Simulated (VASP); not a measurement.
# TiC (Fm-3m) in VASP: a series of runs

Runs on TiC. Level: PBE. Tasks: single point, relaxation of cell and atoms.

Program: VASP 6.6.1. These are calculated values, not measurements. Logs are shortened: lines on timing, memory, paths and dates and some standing lists are left out, and cuts for length are marked.

## 1. The cell of the first run

The structure is cubic, space group Fm-3m (No. 225). Conventional cell: a = 4.333 Å, b = 4.333 Å, c = 4.333 Å, α = 90.00°, β = 90.00°, γ = 90.00°. Ti (site symmetry m-3m) has 6 C at 2.17 Å within 2.9 Å. Within 2.9 Å of C (site symmetry m-3m) lie 6 Ti at 2.17 Å.

## 2. Single point, PBE

The input, INCAR:

```
ALGO = Normal
EDIFF = 1E-7
ENCUT = 520
GGA = PE
ISIF = 2
ISMEAR = 0
LASPH = True
LCHARG = False
LREAL = False
LWAVE = False
NBANDS = 24
NELM = 100
PREC = Accurate
SIGMA = 0.2
```

The input, KPOINTS:

```
k-points
0
Gamma
  12 12 12
```

The input, POSCAR:

```
TiC
1.0
   -2.1663736817      0.0000000000     -2.1663736817
   -2.1663736817     -2.1663736817      0.0000000000
   -4.3327473633      2.1663736817      2.1663736817
Ti C
2 2
Direct
    0.2500000000      0.2500000000      0.2500000000
    0.7500000000      0.7500000000      0.7500000000
    0.5000000000      0.5000000000      0.5000000000
    1.0000000000      1.0000000000      0.0000000000
```

Potentials or basis: VASP PAW PBE potentials, release 64 (Ti_sv, C).

Command:

```sh
cat potpaw_PBE.64/Ti_sv/POTCAR potpaw_PBE.64/C/POTCAR > POTCAR
mpirun -np 1 vasp_std > vasp.out
```

OUTCAR:

```text
EDIFF = 1E-7
   ENCUT = 520
   GGA = PE
   ISIF = 2
   ISMEAR = 0
   LASPH = True
   LREAL = False
   NELM = 100
   PREC = Accurate

 ion  position               nearest neighbor table
   1  0.250  0.250  0.250-   3 2.17   4 2.17   4 2.17   4 2.17   3 2.17   3 2.17
   2  0.750  0.750  0.750-   3 2.17   4 2.17   3 2.17   3 2.17   4 2.17   4 2.17
   3  0.500  0.500  0.500-   1 2.17   2 2.17   1 2.17   1 2.17   2 2.17   2 2.17
   4  0.000  0.000  0.000-   1 2.17   2 2.17   2 2.17   2 2.17   1 2.17   1 2.17

  LATTYP: Found a trigonal (rhomboedric) cell.
 ALAT       =     5.3065101123
 COS(alpha) =     0.8333333333

  Lattice vectors:

 A1 = (  -2.1663736816,   2.1663736817,   4.3327473634)
 A2 = (  -2.1663736816,   4.3327473634,   2.1663736817)
 A3 = (  -4.3327473633,   2.1663736817,   2.1663736817)

Analysis of symmetry for initial positions (statically):
=====================================================================
 Subroutine PRICEL returns following result:

  LATTYP: Found a face centered cubic cell.
 ALAT       =     4.3327473634

  Lattice vectors:

 A1 = (   2.1663736817,   0.0000000000,  -2.1663736817)
 A2 = (   0.0000000000,   2.1663736817,  -2.1663736817)
 A3 = (   2.1663736817,   2.1663736817,   0.0000000000)

   2 primitive cells build up your supercell.

 Routine SETGRP: Setting up the symmetry group for a
 trigonal (rhombohedral) supercell.

 Subroutine GETGRP returns: Found 12 space group operations
 (whereof 12 operations were pure point group operations)
 out of a pool of 12 trial point group operations.

The static configuration has the point symmetry D_3d.

Analysis of symmetry for dynamics (positions and initial velocities):
=====================================================================
 Subroutine PRICEL returns following result:

  LATTYP: Found a face centered cubic cell.
 ALAT       =     4.3327473634

  Lattice vectors:

 A1 = (   2.1663736817,   0.0000000000,  -2.1663736817)
 A2 = (   0.0000000000,   2.1663736817,  -2.1663736817)
 A3 = (   2.1663736817,   2.1663736817,   0.0000000000)

   2 primitive cells build up your supercell.

 Routine SETGRP: Setting up the symmetry group for a
 trigonal (rhombohedral) supercell.

 Subroutine GETGRP returns: Found 12 space group operations
 (whereof 12 operations were pure point group operations)
[... 98 lines left out ...]
   LSORBIT =      F    spin-orbit coupling
   LASPH  =      T    aspherical Exc in radial PAW
   ENCUT  =  520.0 eV  38.22 Ry    6.18 a.u.   5.70  5.70  9.87*2*pi/ulx,y,z
   NELM   =    100;   NELMIN=  2; NELMDL= -5     # of ELM steps
   EDIFF  = 0.1E-06   stopping-criterion for ELM
   LREAL  =      F    real-space projection
   EDIFFG = 0.1E-05   stopping-criterion for IOM
   NSW    =      0    number of steps for IOM
   IBRION =     -1    ionic relax: 0-MD 1-quasi-New 2-CG
   NFREE  =      0    steps in history (QN), initial steepest desc. (CG)
   ISIF   =      2    stress and relaxation
   ISYM   =      2    0-nonsym 1-usesym 2-fastsym
   POTIM  = 0.5000    time-step for ionic-motion
   TEBEG  =    0.0;   TEEND  =   0.0 temperature during run
   PSTRESS=    0.0 pullay stress
   NELECT =      32.0000    total number of electrons
   NUPDOWN=      -1.0000    fix difference up-down
   EMIN   =  10.00;   EMAX   =-10.00  energy-range for DOS
   EFERMI =   0.00;   METHOD = LEGACY
   ISMEAR =     0;   SIGMA  =   0.20  broadening in eV -4-tet -1-fermi 0-gaus
   EFERMI_NEDOS =   21; number of points for ismear=-14 and -15
   IALGO  =     38    algorithm
   IMIX   =      4    mixing-type and parameters
     AMIX     =   0.40;   BMIX     =  1.00
     AMIX_MAG =   1.60;   BMIX_MAG =  1.00
  volume/ion in A,a.u.               =      10.17        68.61
  Fermi-wavevector in a.u.,A,eV,Ry     =   1.511372  2.856079 31.079056  2.284246
  Thomas-Fermi vector in A             =   2.621438
   LORBIT       =      0    0 simple, 1 ext, 2 COOP (PROOUT), +10 PAW based schemes
   GGA     = PE    functional components
   LHFCALC =     F    Hartree Fock is set to
   AEXX    =    0.0000 exact exchange contribution
   IVDW    =     0    specifies the selected vdW correction
   LEPSILON=     F    determine dielectric tensor
   LRPA    =     F    only Hartree local field effects (RPA)
 non-spin polarized calculation
 Gauss-broadening in eV      SIGMA  =   0.20
  energy-cutoff  :      520.00
  volume of cell :       40.67
 maximum number of plane-waves:      1109
   NGX = 11   NGY = 11   NGZ = 19

 number of electron      32.0000003 magnetization

 Free energy of the ion-electron system (eV)
  ---------------------------------------------------
  ext. energy  EPLUGINS =         0.00000000
  ---------------------------------------------------
  free energy    TOTEN  =       -37.42482705 eV

  energy without entropy =      -37.41365930  energy(sigma->0) =      -37.41924318

 E-fermi :   9.4080     XC(G=0): -12.6932

 val. band max:        9.4073473582   @ k =  -0.1667   0.0000   0.1667
 cond. band min:       9.4245146602   @ k =   0.5000   0.5000   0.0833
 fundamental gap:      0.0171673020
 Fermi energy:         9.4080113256

 k-point     1 :       0.0000    0.0000    0.0000
  band No.  band energies     occupation
      1     -47.1907      2.00000
      2     -47.1182      2.00000
      3     -23.7090      2.00000
      4     -23.2633      2.00000
      5     -23.2633      2.00000
      6     -23.2154      2.00000
[... 637 lines left out ...]
     23      14.1354      0.00000
     24      14.8775      0.00000

 [... further k-points ...]

------------------------ aborting loop because EDIFF is reached ----------------------------------------

  FORCE on cell =-STRESS in cart. coord.  units (eV):
  Direction    XX          YY          ZZ          XY          YZ          ZX
  --------------------------------------------------------------------------------------
  -------------------------------------------------------------------------------------
  Total        0.0669412      0.0669412      0.0669412     -0.0007402      0.0007402     -0.0007402
  in kB        2.6372059      2.6372059      2.6372059     -0.0291605      0.0291605     -0.0291605
  external PRESSURE =       2.6372059 kB  Pullay stress =       0.0000000 kB

 VOLUME and BASIS-vectors are now :
 -----------------------------------------------------------------------------
  energy-cutoff  :      520.00
  volume of cell :       40.67
      direct lattice vectors                 reciprocal lattice vectors
    -2.166373682  0.000000000 -2.166373682    -0.115400220  0.115400220 -0.346200661
    -2.166373682 -2.166373682  0.000000000    -0.115400220 -0.346200661  0.115400220
    -4.332747363  2.166373682  2.166373682    -0.115400220  0.115400220  0.115400220

 POSITION                                       TOTAL-FORCE (eV/Angst)
 -----------------------------------------------------------------------------------
     -2.16637      0.00000      0.00000        -0.000000     -0.000000     -0.000000
     -6.49912      0.00000      0.00000         0.000000     -0.000000     -0.000000
     -4.33275      0.00000      0.00000         0.000000      0.000000      0.000000
      0.00000      0.00000      0.00000        -0.000000      0.000000      0.000000
 -----------------------------------------------------------------------------------
    total drift:                                0.000000     -0.000000     -0.000000

  FREE ENERGIE OF THE ION-ELECTRON SYSTEM (eV)
  ---------------------------------------------------
  free  energy   TOTEN  =       -37.4248270511 eV

  energy  without entropy=      -37.4136593002  energy(sigma->0) =      -37.41924318
```

OSZICAR:

```text
N       E                     dE             d eps       ncg     rms          rms(c)
DAV:   1     0.349415095136E+03    0.34942E+03   -0.16037E+04  9080   0.165E+03
[... 14 lines left out ...]
DAV:  16    -0.374249183272E+02    0.18565E-03   -0.20443E-04 10848   0.633E-02    0.999E-02
DAV:  17    -0.374248420149E+02    0.76312E-04   -0.12852E-04  9576   0.631E-02    0.327E-02
DAV:  18    -0.374248284354E+02    0.13580E-04   -0.33207E-05 13288   0.276E-02    0.615E-03
DAV:  19    -0.374248275976E+02    0.83782E-06   -0.25183E-06 10312   0.105E-02    0.664E-03
DAV:  20    -0.374248278390E+02   -0.24144E-06   -0.32510E-06  8720   0.837E-03    0.109E-02
DAV:  21    -0.374248270889E+02    0.75010E-06   -0.26352E-06 10392   0.104E-02    0.182E-03
DAV:  22    -0.374248270511E+02    0.37809E-07   -0.29810E-08  5232   0.145E-03
   1 F= -.37424827E+02 E0= -.37419243E+02  d E =-.111678E-01
```

stdout:

```text
POSCAR found type information on POSCAR TiC
 POSCAR found :  2 types and       4 ions
 scaLAPACK will be used
 LDA part: xc-table for (Slater+PW92), standard interpolation
 POSCAR, INCAR and KPOINTS ok, starting setup
 FFT: planning ... GRIDC
 FFT: planning ... GRID_SOFT
 FFT: planning ... GRID
 WAVECAR not read
 entering main loop
```

Wall time 3.1 min (1 thread of Intel Xeon Platinum 8259CL at 2.50GHz (Skylake/Cascade Lake), shared host); peak memory 0.27 GiB.

Results:

```
Free energy            : -37.4248 eV
Pressure               : 0.3 GPa
Band gap on the k mesh : zero (bands 16 and 17 overlap by 1.10 eV)
```

## 3. Relaxation of cell and atoms, PBE

This run uses another cell than the first one: it holds 2 atoms, not 4.

The input, INCAR:

```
ALGO = Normal
EDIFF = 1E-6
EDIFFG = -0.01
ENCUT = 600
GGA = PE
IBRION = 2
ISIF = 3
ISMEAR = 0
LASPH = T
LCHARG = F
LREAL = F
LWAVE = F
NELM = 100
NSW = 100
PREC = Accurate
SIGMA = 0.1
```

The input, KPOINTS:

```
k-points
0
Gamma
  22 22 22
```

The input, POSCAR:

```
TiC
1.0
    0.0000000000      2.1657765946      2.1657765946
    2.1657765946      0.0000000000      2.1657765946
    2.1657765946      2.1657765946      0.0000000000
Ti C
1 1
Direct
    0.5000000000      0.5000000000      0.5000000000
    0.0000000000      0.0000000000      0.0000000000
```

Potentials or basis: VASP PAW PBE potentials, release 64 (Ti_sv, C).

Command:

```sh
cat potpaw_PBE.64/Ti_sv/POTCAR potpaw_PBE.64/C/POTCAR > POTCAR
mpirun -np 1 vasp_std > vasp.out
```

Run time: 1.8 min. Hardware: 1 thread of Intel Xeon Platinum 8259CL at 2.50GHz (Skylake/Cascade Lake), shared host; peak memory 0.24 GiB.

The run converged. Its results:

```yaml
Free_energy: -18.7107 eV
Relaxed_volume: 10.17 Å³/atom
Relaxed_cell: a = 3.064 Å, b = 3.064 Å, c = 3.064 Å, α = 60.00°, β = 60.00°, γ = 60.00°
Space_group_after_relaxing_to_0.1_Å: Fm-3m (No. 225)
Energy_gained_by_relaxing: 0.0 meV/atom
Ionic_steps: 3
Pressure_after_relaxing: 0.0 GPa
Band_gap_on_the_k_mesh: zero (bands 8 and 9 overlap by 1.10 eV)
```

Final structure:
```cif
data_structure
_symmetry_space_group_name_H-M 'P 1'
_symmetry_Int_Tables_number 1
_cell_length_a 3.0643
_cell_length_b 3.0643
_cell_length_c 3.0643
_cell_angle_alpha 60.000
_cell_angle_beta 60.000
_cell_angle_gamma 60.000
_cell_volume 20.35
loop_
_atom_site_label
_atom_site_type_symbol
_atom_site_fract_x
_atom_site_fract_y
_atom_site_fract_z
_atom_site_occupancy
Ti1 Ti 0.50000 0.50000 0.50000 1
C1 C 0.00000 0.00000 0.00000 1
```

Levels at points of the mesh, in eV from the Fermi level:
| k point | band 5 | band 6 | band 7 | band 8 | band 9 | band 10 | band 11 | band 12 |
| --- | --- | --- | --- | --- | --- | --- | --- | --- |
| (0.00, 0.00, 0.00) | -12.38 | 0.70 | 0.70 | 0.70 | 1.68 | 1.68 | 1.68 | 1.71 |
| (0.50, 0.00, 0.00) | -8.91 | -5.82 | -2.88 | -2.88 | 2.91 | 2.91 | 4.09 | 8.14 |
| (0.50, 0.50, 0.00) | -10.10 | -3.42 | -1.61 | -0.03 | -0.03 | 2.71 | 3.51 | 3.51 |
